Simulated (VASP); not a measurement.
## Zr2N: single point with r2SCAN

Crystal: Zr2N.

```xyz
6
Lattice="5.3409 0.0000 0.0000 0.0000 5.3409 0.0000 0.0000 0.0000 3.2610" Properties=species:S:1:pos:R:3 pbc="T T T"
Zr    1.5795    1.5795    0.0000
Zr    3.7614    3.7614    0.0000
Zr    4.2500    1.0910    1.6305
Zr    1.0910    4.2500    1.6305
N     0.0000    0.0000    0.0000
N     2.6705    2.6705    1.6305
```

| Quantity | Value |
| --- | --- |
| Program | VASP 6.6.1 |
| Task | single point |
| Functional | r2SCAN |
| Potentials or basis | VASP PAW PBE potentials, release 64 (Zr_sv, N) |
| Cutoff | 520 eV |
| k mesh | 8 × 8 × 10 |
| Occupations | gaussian, width 0.1 eV |
| Spin | no spin polarisation |
| Dipole correction | no |
| Further INCAR settings | ALGO = Normal; EDIFF = 1e-06; NBANDS = 38 |

```json
{"Pressure": "8.2 GPa", "Band gap on the k mesh": "zero (bands 29 and 30 overlap by 2.74 eV)"}
```

Forces in eV/Å, atoms in the order of the input:
```
Zr  -0.002 -0.002  0.000
Zr   0.002  0.002  0.000
Zr  -0.002  0.002  0.000
Zr   0.002 -0.002  0.000
N    0.000  0.000  0.000
N    0.000  0.000  0.000
```

Levels at points of the mesh, in eV from the Fermi level:
| k point | band 26 | band 27 | band 28 | band 29 | band 30 | band 31 | band 32 | band 33 |
| --- | --- | --- | --- | --- | --- | --- | --- | --- |
| (0.00, 0.00, 0.00) | -2.13 | 0.22 | 0.75 | 0.90 | 1.08 | 1.08 | 1.55 | 1.63 |
| (0.50, 0.00, 0.00) | -2.21 | -1.07 | -1.07 | 1.55 | 1.55 | 1.72 | 1.72 | 1.96 |
| (0.50, 0.50, 0.00) | -1.70 | -1.13 | -1.13 | 0.92 | 0.92 | 1.52 | 1.52 | 1.85 |
| (0.00, 0.00, 0.50) | -1.33 | -1.20 | -1.20 | -1.19 | -1.19 | 2.09 | 2.09 | 3.38 |
| (0.50, 0.00, 0.50) | -1.89 | -0.97 | -0.97 | -0.89 | -0.89 | 1.64 | 1.64 | 3.66 |
| (0.50, 0.50, 0.50) | -1.73 | -0.88 | -0.88 | -0.30 | -0.30 | 1.27 | 1.27 | 2.81 |

It took 11 min on 1 thread of AMD EPYC 7R13, on a shared host, peak memory 0.36 GiB.

Caveat: the cell stands under pressure; the PAW data sets were made with another functional, which shifts forces and pressure a little.
